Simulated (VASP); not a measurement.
# ScCdC4N4 (P4/mmm) in VASP: a series of runs

ScCdC4N4 is run at these levels: PBE; tasks: single point.

Everything below comes from runs of VASP 6.6.1. Logs are shortened: lines on timing, memory, paths and dates and some standing lists are left out, and cuts for length are marked.

**1. The cell of the first run**

The structure is tetragonal, space group P4/mmm (No. 123). The conventional cell has a = 7.483 Å, b = 7.483 Å, c = 3.242 Å, α = 90.00°, β = 90.00°, γ = 90.00°. Sc (site symmetry 4/mmm) has 4 N at 2.12 Å within 2.8 Å. Cd (site symmetry 4/mmm) has 4 C at 2.00 Å within 2.7 Å. Within 1.6 Å of C (site symmetry m2m) lie 1 N at 1.17 Å. N (site symmetry m2m) has 1 C at 1.17 Å within 1.6 Å.

**2. Single point, PBE, collinear spin, ferromagnetic start**

Input file INCAR:

```
ALGO = Normal
EDIFF = 1E-6
ENCUT = 700
GGA = PE
GGA_COMPAT = F
ISIF = 2
ISMEAR = 0
ISPIN = 2
LASPH = T
LCHARG = F
LMAXMIX = 4
LORBIT = 11
LREAL = F
LWAVE = F
MAGMOM = 0 0 1 1 1 1 1 1 1 1
NBANDS = 48
NELM = 200
PREC = Accurate
SIGMA = 0.1
```

Input file KPOINTS:

```
k-points
0
Gamma
  2 2 6
```

Input file POSCAR:

```
ScCdC4N4
1.0
    7.4826039600      0.0000000000      0.0000000000
    0.0000000000      7.4826039600      0.0000000000
    0.0000000000      0.0000000000      3.2418577100
Sc Cd C N
1 1 4 4
Direct
    0.5000000000      0.5000000000      0.0000000000
    0.0000000000      0.0000000000      0.0000000000
    0.1890946900      0.8109053100      0.0000000000
    0.8109053100      0.1890946900      0.0000000000
    0.1890946900      0.1890946900      0.0000000000
    0.8109053100      0.8109053100      0.0000000000
    0.2996598000      0.7003402000      0.0000000000
    0.7003402000      0.2996598000      0.0000000000
    0.2996598000      0.2996598000      0.0000000000
    0.7003402000      0.7003402000      0.0000000000
```

Potentials or basis: VASP PAW PBE potentials, release 64 (Sc_sv, Cd_sv_GW, C, N).

Started as:

```console
cat potpaw_PBE.64/Sc_sv/POTCAR potpaw_PBE.64/Cd_sv_GW/POTCAR potpaw_PBE.64/C/POTCAR potpaw_PBE.64/N/POTCAR > POTCAR
mpirun -np 1 vasp_std > vasp.out
```

OUTCAR:

```text
EDIFF = 1E-6
   ENCUT = 700
   GGA = PE
   ISIF = 2
   ISMEAR = 0
   ISPIN = 2
   LASPH = T
   LORBIT = 11
   LREAL = F
   NELM = 200
   PREC = Accurate

 ion  position               nearest neighbor table
   1  0.500  0.500  0.000-   7 2.12   8 2.12   9 2.12  10 2.12
   2  0.000  0.000  0.000-   3 2.00   4 2.00   5 2.00   6 2.00
   3  0.189  0.811  0.000-   7 1.17   2 2.00
   4  0.811  0.189  0.000-   8 1.17   2 2.00
   5  0.189  0.189  0.000-   9 1.17   2 2.00
   6  0.811  0.811  0.000-  10 1.17   2 2.00
   7  0.300  0.700  0.000-   3 1.17   1 2.12
   8  0.700  0.300  0.000-   4 1.17   1 2.12
   9  0.300  0.300  0.000-   5 1.17   1 2.12
  10  0.700  0.700  0.000-   6 1.17   1 2.12

  LATTYP: Found a simple tetragonal cell.
 ALAT       =     7.4826039600
 C/A-ratio  =     0.4332526120

  Lattice vectors:

 A1 = (   7.4826039600,   0.0000000000,   0.0000000000)
 A2 = (   0.0000000000,   7.4826039600,   0.0000000000)
 A3 = (   0.0000000000,   0.0000000000,   3.2418577100)

Analysis of symmetry for initial positions (statically):
=====================================================================
 Subroutine PRICEL returns:
 Original cell was already a primitive cell.

 Routine SETGRP: Setting up the symmetry group for a
 simple tetragonal supercell.

 Subroutine GETGRP returns: Found 16 space group operations
 (whereof 16 operations were pure point group operations)
 out of a pool of 16 trial point group operations.

The static configuration has the point symmetry D_4h.

Analysis of symmetry for dynamics (positions and initial velocities):
=====================================================================
 Subroutine PRICEL returns:
 Original cell was already a primitive cell.

 Routine SETGRP: Setting up the symmetry group for a
 simple tetragonal supercell.

 Subroutine GETGRP returns: Found 16 space group operations
 (whereof 16 operations were pure point group operations)
 out of a pool of 16 trial point group operations.

The dynamic configuration has the point symmetry D_4h.

Analysis of structural, dynamic, and magnetic symmetry:
=====================================================================
 Subroutine PRICEL returns:
 Original cell was already a primitive cell.

 Routine SETGRP: Setting up the symmetry group for a
 simple tetragonal supercell.

 Subroutine GETGRP returns: Found 16 space group operations
 (whereof 16 operations were pure point group operations)
 out of a pool of 16 trial point group operations.

The overall configuration has the point symmetry D_4h.

 Subroutine INISYM returns: Found 16 space group operations
 (whereof 16 operations are pure point group operations),
 and found     1 'primitive' translations

----------------------------------------------------------------------------------------

                                     Primitive cell

  volume of cell :     181.5095

  direct lattice vectors                    reciprocal lattice vectors
     7.482603960  0.000000000  0.000000000     0.133643315  0.000000000  0.000000000
     0.000000000  7.482603960  0.000000000     0.000000000  0.133643315  0.000000000
     0.000000000  0.000000000  3.241857710     0.000000000  0.000000000  0.308465112

  length of vectors
     7.482603960  7.482603960  3.241857710     0.133643315  0.133643315  0.308465112

  position of ions in fractional coordinates (direct lattice)
     0.500000000  0.500000000  0.000000000
     0.000000000  0.000000000  0.000000000
     0.189094690  0.810905310  0.000000000
     0.810905310  0.189094690  0.000000000
     0.189094690  0.189094690  0.000000000
     0.810905310  0.810905310  0.000000000
     0.299659800  0.700340200  0.000000000
     0.700340200  0.299659800  0.000000000
     0.299659800  0.299659800  0.000000000
     0.700340200  0.700340200  0.000000000

[... 62 lines left out ...]
   PREC   = accura    normal or accurate (medium, high low for compatibility)
   ISTART =      0    job   : 0-new  1-cont  2-samecut
   ICHARG =      2    charge: 1-file 2-atom 10-const
   ISPIN  =      2    spin polarized calculation?
   LNONCOLLINEAR =      F non collinear calculations
   LSORBIT =      F    spin-orbit coupling
   LASPH  =      T    aspherical Exc in radial PAW
   ENCUT  =  700.0 eV  51.45 Ry    7.17 a.u.  16.14 16.14  6.99*2*pi/ulx,y,z
   NELM   =    200;   NELMIN=  2; NELMDL= -5     # of ELM steps
   EDIFF  = 0.1E-05   stopping-criterion for ELM
   LREAL  =      F    real-space projection
   EDIFFG = 0.1E-04   stopping-criterion for IOM
   NSW    =      0    number of steps for IOM
   IBRION =     -1    ionic relax: 0-MD 1-quasi-New 2-CG
   NFREE  =      0    steps in history (QN), initial steepest desc. (CG)
   ISIF   =      2    stress and relaxation
   ISYM   =      2    0-nonsym 1-usesym 2-fastsym
   POTIM  = 0.5000    time-step for ionic-motion
   TEBEG  =    0.0;   TEEND  =   0.0 temperature during run
   PSTRESS=    0.0 pullay stress
   NELECT =      67.0000    total number of electrons
   NUPDOWN=      -1.0000    fix difference up-down
   EMIN   =  10.00;   EMAX   =-10.00  energy-range for DOS
   EFERMI =   0.00;   METHOD = LEGACY
   ISMEAR =     0;   SIGMA  =   0.10  broadening in eV -4-tet -1-fermi 0-gaus
   EFERMI_NEDOS =   21; number of points for ismear=-14 and -15
   IALGO  =     38    algorithm
   IMIX   =      4    mixing-type and parameters
     AMIX     =   0.40;   BMIX     =  1.00
     AMIX_MAG =   1.60;   BMIX_MAG =  1.00
  volume/ion in A,a.u.               =      18.15       122.49
  Fermi-wavevector in a.u.,A,eV,Ry     =   1.174356  2.219212 18.763973  1.379113
  Thomas-Fermi vector in A             =   2.310755
   LORBIT       =     11    0 simple, 1 ext, 2 COOP (PROOUT), +10 PAW based schemes
   GGA     = PE    functional components
   LHFCALC =     F    Hartree Fock is set to
   AEXX    =    0.0000 exact exchange contribution
   IVDW    =     0    specifies the selected vdW correction
   LEPSILON=     F    determine dielectric tensor
   LRPA    =     F    only Hartree local field effects (RPA)
 spin polarized calculation
 Gauss-broadening in eV      SIGMA  =   0.10
  energy-cutoff  :      700.00
  volume of cell :      181.51
 maximum number of plane-waves:      7688
 NGX is ok and might be reduce to    70
   NGX = 33   NGY = 33   NGZ = 13

 number of electron      67.0000003 magnetization      -0.1044820

 number of electron      67.0000003 magnetization       0.6396029

 Free energy of the ion-electron system (eV)
  ---------------------------------------------------
  ext. energy  EPLUGINS =         0.00000000
  ---------------------------------------------------
  free energy    TOTEN  =       -72.30958544 eV

  energy without entropy =      -72.28602423  energy(sigma->0) =      -72.29780483

 E-fermi :   1.0239     XC(G=0):  -7.9231

 val. band max:        1.0214545616   @ k =   0.5000   0.0000   0.0000
 cond. band min:       1.0490327446   @ k =   0.5000   0.0000   0.5000
 fundamental gap:      0.0275781830
 Fermi energy:         1.0238548909

 spin component 1

 k-point     1 :       0.0000    0.0000    0.0000
  band No.  band energies     occupation
      1    -101.8240      1.00000
      2     -63.0030      1.00000
      3     -62.8357      1.00000
      4     -62.8357      1.00000
      5     -49.0414      1.00000
      6     -27.6901      1.00000
[... 565 lines left out ...]
     44       4.9628      0.00000
     45       6.0533      0.00000
 Fermi energy:         1.0238548909

 spin component 2

 k-point     1 :       0.0000    0.0000    0.0000
  band No.  band energies     occupation
      1    -101.8077      1.00000
      2     -62.9926      1.00000
      3     -62.8171      1.00000
      4     -62.8171      1.00000
      5     -48.8133      1.00000
      6     -27.5147      1.00000
[... 565 lines left out ...]
     44       5.2302      0.00000
     45       6.1905      0.00000
 [bands above 45 left out]

------------------------ aborting loop because EDIFF is reached ----------------------------------------

  FORCE on cell =-STRESS in cart. coord.  units (eV):
  Direction    XX          YY          ZZ          XY          YZ          ZX
  --------------------------------------------------------------------------------------
  -------------------------------------------------------------------------------------
  Total       20.7053541     20.7053541      3.9246521      0.0000000      0.0000000     -0.0000000
  in kB      182.7653140    182.7653140     34.6427438      0.0000000      0.0000000     -0.0000000
  external PRESSURE =     133.3911239 kB  Pullay stress =       0.0000000 kB

 VOLUME and BASIS-vectors are now :
 -----------------------------------------------------------------------------
  energy-cutoff  :      700.00
  volume of cell :      181.51
      direct lattice vectors                 reciprocal lattice vectors
     7.482603960  0.000000000  0.000000000     0.133643315  0.000000000  0.000000000
     0.000000000  7.482603960  0.000000000     0.000000000  0.133643315  0.000000000
     0.000000000  0.000000000  3.241857710     0.000000000  0.000000000  0.308465112

 POSITION                                       TOTAL-FORCE (eV/Angst)
 -----------------------------------------------------------------------------------
      3.74130      3.74130      0.00000        -0.000000      0.000000      0.000000
      0.00000      0.00000      0.00000        -0.000000      0.000000      0.000000
      1.41492      6.06768      0.00000         2.454868     -2.454868     -0.000000
      6.06768      1.41492      0.00000        -2.454868      2.454868      0.000000
      1.41492      1.41492      0.00000         2.454868      2.454868      0.000000
      6.06768      6.06768      0.00000        -2.454868     -2.454868     -0.000000
      2.24224      5.24037      0.00000         0.138738     -0.138738     -0.000000
      5.24037      2.24224      0.00000        -0.138738      0.138738      0.000000
      2.24224      2.24224      0.00000         0.138738      0.138738      0.000000
      5.24037      5.24037      0.00000        -0.138738     -0.138738      0.000000
 -----------------------------------------------------------------------------------
    total drift:                                0.000000      0.000000      0.000000

  FREE ENERGIE OF THE ION-ELECTRON SYSTEM (eV)
  ---------------------------------------------------
  free  energy   TOTEN  =       -72.3095854416 eV

  energy  without entropy=      -72.2860242281  energy(sigma->0) =      -72.29780483

 total charge

# of ion       s       p       d       f       tot
--------------------------------------------------
    1        2.220   6.211   1.042   0.000   9.473
    2        2.323   6.455   9.114   0.026  17.919
    3        0.983   1.628   0.000   0.000   2.611
    4        0.983   1.628   0.000   0.000   2.611
    5        0.983   1.628   0.000   0.000   2.611
    6        0.983   1.628   0.000   0.000   2.611
    7        1.310   2.596   0.000   0.000   3.906
    8        1.310   2.596   0.000   0.000   3.906
    9        1.310   2.596   0.000   0.000   3.906
   10        1.310   2.596   0.000   0.000   3.906
--------------------------------------------------
tot         13.717  29.561  10.156   0.026  53.460

 magnetization (x)

# of ion       s       p       d       f       tot
--------------------------------------------------
    1        0.034   0.014   0.258   0.000   0.306
    2       -0.000   0.009   0.014   0.000   0.023
    3        0.003   0.009   0.000   0.000   0.012
    4        0.003   0.009   0.000   0.000   0.012
    5        0.003   0.009   0.000   0.000   0.012
    6        0.003   0.009   0.000   0.000   0.012
    7        0.000   0.001   0.000   0.000   0.001
    8        0.000   0.001   0.000   0.000   0.001
    9        0.000   0.001   0.000   0.000   0.001
   10        0.000   0.001   0.000   0.000   0.001
--------------------------------------------------
tot          0.046   0.061   0.272   0.000   0.380
```

Wall time 5.5 min (1 thread of Intel Xeon 6975P-C (Granite Rapids), shared host); peak memory 0.65 GiB.

What came out:

* Free energy: -72.3096 eV
* Pressure: 13.3 GPa
* Largest force: 3.472 eV/Å
* Net moment: 0.64 μB per cell
* Site moments: Sc +0.31; Cd +0.02; C +0.01; N +0.00 μB
* Valence electrons inside the program's atomic spheres: Sc 9.47; Cd 17.92; C 2.61; N 3.91

Forces on the atoms (eV/Å):
```
Sc   0.000  0.000  0.000
Cd   0.000  0.000  0.000
C    2.455 -2.455  0.000
C   -2.455  2.455  0.000
C    2.455  2.455  0.000
C   -2.455 -2.455  0.000
N    0.139 -0.139  0.000
N   -0.139  0.139  0.000
N    0.139  0.139  0.000
N   -0.139 -0.139  0.000
```

Levels at points of the mesh, in eV from the Fermi level:
Spin up:
```
           k point  band 32  band 33  band 34  band 35  band 36  band 37
(0.00, 0.00, 0.00)    -3.58    -1.18    -0.61     0.76     2.26     2.26
(0.50, 0.00, 0.00)    -3.53    -1.18    -0.49     1.14     2.03     2.26
(0.50, 0.50, 0.00)    -3.69    -1.21    -0.60     1.58     2.26     2.26
(0.00, 0.00, 0.50)    -3.68    -0.76    -0.13     0.45     0.45     1.19
(0.50, 0.00, 0.50)    -3.75    -0.92     0.03     0.54     1.37     1.48
(0.50, 0.50, 0.50)    -3.73    -0.19    -0.12     0.48     0.48     1.54
```
Spin down:
| k point | band 30 | band 31 | band 32 | band 33 | band 34 | band 35 | band 36 | band 37 |
| --- | --- | --- | --- | --- | --- | --- | --- | --- |
| (0.00, 0.00, 0.00) | -3.67 | -3.67 | -3.56 | -0.56 | -0.01 | 0.83 | 2.40 | 2.40 |
| (0.50, 0.00, 0.00) | -3.72 | -3.64 | -3.51 | -0.45 | 0.00 | 1.23 | 2.16 | 2.40 |
| (0.50, 0.50, 0.00) | -3.69 | -3.67 | -3.67 | -0.61 | 0.03 | 1.68 | 2.40 | 2.40 |
| (0.00, 0.00, 0.50) | -4.07 | -4.07 | -3.68 | -0.61 | -0.08 | 0.68 | 0.68 | 1.26 |
| (0.50, 0.00, 0.50) | -4.28 | -3.97 | -3.74 | -0.79 | 0.07 | 0.78 | 1.56 | 1.74 |
| (0.50, 0.50, 0.50) | -4.05 | -3.72 | -3.72 | -0.12 | -0.07 | 0.71 | 0.71 | 1.94 |

Caveat: the k points lie up to 0.42 Å⁻¹ apart; a moment this small can come from the mesh or the smearing; forces of over 1 eV/Å act on the atoms, so gaps and moduli don't describe the material at rest.

**3. Single point, PBE**

This run uses another cell than the first one, of 23.42 Å³/atom.

Input file INCAR:

```
SYSTEM = ScCdC4N4
  PREC = Accurate
  ENCUT = 700
  EDIFF = 1E-6
  ISMEAR = 0
  SIGMA = 0.1
  LREAL = .FALSE.
  LASPH = .TRUE.
  NELM = 120
  ALGO = Normal
  ISIF = 2
  LWAVE = .FALSE.
  LCHARG = .FALSE.
  GGA = PE
  NBANDS = 44
  GGA_COMPAT = .FALSE.
```

Input file KPOINTS:

```
Automatic mesh
0
G
  2 2 6
  0 0 0
```

Input file POSCAR:

```
ScCdC4N4
1.0
    8.0066332093      0.0000000000      0.0000000000
    0.0000000000      8.0066332093      0.0000000000
    0.0000000000      0.0000000000      3.6540209971
Sc Cd C N
1 1 4 4
Direct
    0.5000000000      0.5000000000      0.0000000000
    0.0000000000      0.0000000000      0.0000000000
    0.2045569647      0.7954430353      0.0000000000
    0.7954430353      0.2045569647      0.0000000000
    0.2045569647      0.2045569647      0.0000000000
    0.7954430353      0.7954430353      0.0000000000
    0.3078531202      0.6921468798      0.0000000000
    0.6921468798      0.3078531202      0.0000000000
    0.3078531202      0.3078531202      0.0000000000
    0.6921468798      0.6921468798      0.0000000000
```

Potentials or basis: VASP PAW PBE potentials, release 64 (Sc_sv, Cd_sv_GW, C, N).

Started as:

```console
cat potpaw_PBE.64/Sc_sv/POTCAR potpaw_PBE.64/Cd_sv_GW/POTCAR potpaw_PBE.64/C/POTCAR potpaw_PBE.64/N/POTCAR > POTCAR
mpirun -np 1 vasp_std > vasp.out
```

It took 4.1 min on 1 thread of Intel Xeon Platinum 8375C at 2.90GHz (Ice Lake), shared host; peak memory 0.54 GiB.

The run converged. Its results:

- Free energy: -74.9321 eV
- Pressure: 0.4 GPa
- Largest force: 0.375 eV/Å
- Band gap on the k mesh: zero (an odd number of electrons rules out a gap without spin polarisation)

Forces on the atoms (eV/Å):
```
Sc   0.000  0.000  0.000
Cd   0.000  0.000  0.000
C   -0.265  0.265  0.000
C    0.265 -0.265  0.000
C   -0.265 -0.265  0.000
C    0.265  0.265  0.000
N    0.235 -0.235  0.000
N   -0.235  0.235  0.000
N    0.235  0.235  0.000
N   -0.235 -0.235  0.000
```

Stress tensor (GPa, compression positive):
```
0.53 0.00 0.00
0.00 0.53 0.00
0.00 0.00 0.14
```

Levels at points of the mesh, in eV from the Fermi level:
```tsv
k point	band 30	band 31	band 32	band 33	band 34	band 35	band 36	band 37	band 38	band 39
(0.00, 0.00, 0.00)	-4.27	-4.15	-4.12	-2.59	-0.43	0.77	1.69	1.69	2.22	3.28
(0.50, 0.00, 0.00)	-4.26	-4.18	-4.12	-2.46	-0.42	1.02	1.59	1.71	2.33	2.76
(0.50, 0.50, 0.00)	-4.20	-4.16	-4.16	-2.64	-0.41	1.27	1.69	1.69	2.30	3.20
(0.00, 0.00, 0.50)	-4.34	-4.34	-4.06	-2.35	-0.13	0.70	0.70	0.99	2.72	2.77
(0.50, 0.00, 0.50)	-4.51	-4.33	-4.06	-2.20	-0.26	0.78	1.19	1.53	1.60	2.74
(0.50, 0.50, 0.50)	-4.30	-3.98	-3.98	-2.37	0.23	0.72	0.72	1.39	1.71	2.75
```

Caveat: the k points lie up to 0.39 Å⁻¹ apart, too coarse for converged energies and pressures of a metal; an odd number of electrons without spin polarisation forces a metal; a magnetic or distorted state may lie lower.

The gap in the log of VASP goes by the Fermi energy; the results here count the filled bands.